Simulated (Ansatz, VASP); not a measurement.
## LiCl: VASP beside Ansatz

```
CELL_PARAMETERS angstrom
0.00000 2.62234 2.62234
2.62234 0.00000 2.62234
2.62234 2.62234 0.00000
ATOMIC_POSITIONS crystal
Li 0.00000 0.00000 0.00000
Cl 0.50000 0.50000 0.50000
```

Alike in both runs: task single point; functional r2SCAN; k mesh 8 × 8 × 8; occupations gaussian, width 0.02 eV; no spin polarisation.

|  | VASP | Ansatz |
| --- | --- | --- |
| version | VASP 6.6.1 | Ansatz 0.2.0 |
| potentials or method | VASP PAW PBE potentials, release 64 (Li_sv, Cl), cutoff 520 eV | scalar-relativistic, plane waves, PAW |
| valence electrons in the cell | 10 | 10 |

Ansatz gave:

| Property | Result |
| --- | --- |
| gap on the k mesh at the Fermi level (eV) | 6.84 |
| least direct gap on the mesh (eV) | 6.84 |

Problem. What did VASP give for the same quantities?

Solution. gap on the k mesh at the Fermi level (eV): 6.91; least direct gap on the mesh (eV): 6.91.

VASP's potentials were made for PBE, not for r2SCAN. The functional is the same, so the differences come from potentials, cutoffs and numerics.

Noted on VASP's run: the cutoff is short for stress, so the pressure is rough.
